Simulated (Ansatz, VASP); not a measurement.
LaNb2N2: VASP beside Ansatz

```
CELL_PARAMETERS angstrom
4.35614 0.00000 0.00000
-2.17807 3.77252 0.00000
0.00000 0.00000 5.99212
ATOMIC_POSITIONS crystal
La 0.00000 0.00000 0.50000
Nb 0.33333 0.66667 0.00000
Nb 0.66667 0.33333 0.00000
N 0.00000 0.00000 0.89015
N 0.00000 0.00000 0.10985
```

Alike in both runs: functional PBE; k mesh 12 × 12 × 6; occupations gaussian, width 0.1 eV; no spin polarisation.

Ansatz relaxed the structure, and its values are those at the end. VASP's run is a single point on that final structure, the one shown.

|  | VASP | Ansatz |
| --- | --- | --- |
| version | VASP 6.6.1 | Ansatz 0.2.0 |
| potentials or method | VASP PAW PBE potentials, release 64 (La, Nb_sv, N), cutoff 520 eV | scalar-relativistic, plane waves, PAW |
| valence electrons in the cell | 47 | 47 |

Ansatz gave:

| Property | Result |
| --- | --- |
| gap on the k mesh at the Fermi level (eV) | none |
| pressure (GPa) | 0.0 |
| rms of the force components (eV/Å) | 0.001 |

Estimate VASP's values.

gap on the k mesh at the Fermi level (eV): none; pressure (GPa): -0.1; rms of the force components (eV/Å): 0.058.

A gap of «none» marks a metal or a gap that the smearing closes. The functional is the same, so the differences come from potentials, cutoffs and numerics.

Spin-orbit coupling is off throughout.
